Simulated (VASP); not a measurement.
Input of a VASP 6.6.1 run:

Contents of INCAR:

```
SYSTEM = AlN
PREC = Accurate
ENCUT = 520
EDIFF = 1E-6
ISMEAR = 0
SIGMA = 0.05
LREAL = .False.
LASPH = .True.
NELM = 80
ALGO = Normal
ISIF = 2
LWAVE = .False.
LCHARG = .False.
NBANDS = 16
```

The input KPOINTS:

```
regular mesh
0
Gamma
  9 9 6
  0 0 0
```

Contents of POSCAR:

```
AlN
1.0
    3.0887424016      0.0000000000      0.0000000000
   -1.5443712008      2.6749293856      0.0000000000
    0.0000000000      0.0000000000      4.9437688231
Al N
2 2
Direct
    0.3318412289      0.6859568955      0.0015212672
    0.6681587711      0.3140431045      0.5015212672
    0.3346647862      0.6494533735      0.3834787328
    0.6653352138      0.3505466265      0.8834787328
```

Potentials or basis: VASP PAW LDA potentials, release 64 (Al, N).

Command:

```sh
$ cat potpaw_LDA.64/Al/POTCAR potpaw_LDA.64/N/POTCAR > POTCAR
$ mpirun -np 1 vasp_std > vasp.out
```

(1) Estimate the pressure.

(2) Estimate the band gap on the k mesh.

(3) What does it give for the largest force?

Answers

(1) 0.5 GPa.

(2) 4.38 eV.

(3) 0.352 eV/Å.

Caveat: the cell differs from its parent crystal (atoms displaced along a vibrational mode); an odd mesh through Γ misses points on the zone boundary, where band edges can lie.
